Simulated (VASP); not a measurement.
Wanted: the native input for a VASP 6.6.1 run.

```yaml
Task: single point
Functional: PBE
Potentials_or_basis: VASP PAW PBE potentials, release 64 (Ti_sv)
Cutoff: 520 eV
k_mesh: 14 × 14 × 14
Occupations: gaussian, width 0.15 eV
Spin: no spin polarisation
Dipole_correction: no
Further_INCAR_settings: ALGO = Normal; EDIFF = 1e-07; NBANDS = 19
```

The structure of Ti lies in POSCAR:

```
Ti
1.0
    0.0000000000     -3.2552372153      0.0000000000
   -3.2552372153      0.0000000000      0.0000000000
    0.0000000000      0.0000000000     -3.2552372153
Ti
2
Direct
    0.5000000000      0.5000000000      0.5000000000
    0.0000000000      0.0000000000      0.0000000000
```

The input as run:

INCAR

```
SYSTEM = Ti
ALGO = Normal
EDIFF = 1E-7
ENCUT = 520
GGA = PE
ISIF = 2
ISMEAR = 0
LASPH = .True.
LCHARG = .True.
LELF = .True.
LREAL = .False.
LVHAR = .True.
LWAVE = .False.
NBANDS = 19
NELM = 60
PREC = Accurate
SIGMA = 0.15
```

KPOINTS

```
k-points
0
Gamma
  14 14 14
  0 0 0
```

Potentials or basis: VASP PAW PBE potentials, release 64 (Ti_sv).

Command:

```sh
$ cat potpaw_PBE.64/Ti_sv/POTCAR > POTCAR
$ mpirun -np 1 vasp_std > vasp.out
```

It gave:

```json
{
 "Pressure": "-0.1 GPa",
 "Band gap on the k mesh": "zero (band 12 reaches 9.16 eV, above the bottom of band 13 at 7.55 eV)"
}
```

Wall time 35 s on 1 thread of Intel(R) Xeon(R) Platinum 8259CL CPU @ 2.50GHz (Skylake/Cascade Lake) (shared host), peak memory 0.18 GiB.
